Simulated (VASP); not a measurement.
LiF: single point with r2SCAN

LiF:

```
Li F
1.0
     3.08101    0.00000    0.00000
    -1.54051    2.66824    0.00000
     0.00000    0.00000    4.78534
Li F
2 2
Direct
  0.33333 0.66667 0.99257
  0.66667 0.33333 0.49257
  0.33333 0.66667 0.38243
  0.66667 0.33333 0.88243
```

```json
{
  "Program": "VASP 6.6.1",
  "Task": "single point",
  "Functional": "r2SCAN",
  "Potentials or basis": "VASP PAW PBE potentials, release 64 (Li_sv, F)",
  "Cutoff": "520 eV",
  "k mesh": "12 × 12 × 6",
  "Occupations": "fermi-dirac, width 0.02 eV",
  "Spin": "no spin polarisation",
  "Dipole correction": "no",
  "Further INCAR settings": "ALGO = Normal; EDIFF = 1e-06; NBANDS = 18"
}
```

| Quantity | Value |
| --- | --- |
| Largest force | 0.003 eV/Å |
| Band gap on the k mesh | 8.68 eV |

Forces in eV/Å, atoms in the order of the input:
```
Li   0.000  0.000 -0.003
Li   0.000  0.000 -0.003
F    0.000  0.000  0.003
F    0.000  0.000  0.003
```

Levels at points of the mesh, in eV from the valence-band top:
```
           k point  band 7  band 8  band 9  band 10  band 11  band 12  band 13  band 14
(0.00, 0.00, 0.00)   -0.52   -0.19   -0.19     0.00     8.68    13.10    16.53    19.93
(0.50, 0.00, 0.00)   -1.05   -1.05   -0.55    -0.41    12.04    13.20    15.96    16.20
(0.00, 0.00, 0.50)   -0.35   -0.35   -0.35    -0.35    10.41    10.41    19.04    19.04
(0.50, 0.00, 0.50)   -0.74   -0.74   -0.57    -0.57    12.06    12.06    16.04    16.04
```

Run time: 110 s on 1 thread of Intel(R) Xeon(R) Platinum 8488C (Sapphire Rapids) (shared host), peak memory 0.18 GiB.

Caveat: the PAW data sets were made with another functional, which shifts forces and pressure a little. A k mesh can miss the band edges.
